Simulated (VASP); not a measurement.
Here is a VASP 6.6.1 calculation.

INCAR

```
PREC = Accurate ; ENCUT = 520
EDIFF = 1E-6 ; ISMEAR = 0
SIGMA = 0.1 ; LREAL = False
LASPH = True ; NELM = 100
ALGO = Fast ; ISIF = 2
LWAVE = False ; LCHARG = False
LDIPOL = True ; IDIPOL = 3
DIPOL = 0.5 0.5 0.500 ; GGA = PE
IVDW = 12 ; IBRION = 2
NSW = 90 ; EDIFFG = -0.03
```

The input KPOINTS:

```
regular mesh
0
Gamma
  12 12 1
```

Contents of POSCAR:

```
Al
1.0
    2.8162173067      0.0000000000      0.0000000000
   -1.4081086533      2.4389157301      0.0000000000
    0.0000000000      0.0000000000     23.8982954061
Al
4
Selective dynamics
Direct
    0.6666666667      0.3333333333      0.3556739029  F F F
    0.3333333333      0.6666666667      0.4518913010  F F F
    0.0000000000      0.0000000000      0.5481086990  T T T
    0.6666666667      0.3333333333      0.6443260971  T T T
```

Potentials or basis: VASP PAW PBE potentials, release 64 (Al).

The run is started by

```console
$ cat potpaw_PBE.64/Al/POTCAR > POTCAR
$ mpirun -np 1 vasp_std > vasp.out
```

**Question.** Estimate the energy gained by relaxing.

**Answer.** 0.4 meV/atom.

**Question.** Predict the dispersion energy per atom.

**Answer.** -0.264 eV.

**Question.** Predict the band gap on the k mesh.

**Answer.** Zero (bands 6 and 7 overlap by 1.86 eV).

Final structure:
```
CELL_PARAMETERS angstrom
2.81622 0.00000 0.00000
-1.40811 2.43892 0.00000
0.00000 0.00000 23.89830
ATOMIC_POSITIONS crystal
Al 0.66667 0.33333 0.35567
Al 0.33333 0.66667 0.45189
Al 0.00000 0.00000 0.54742
Al 0.66667 0.33333 0.64479
```
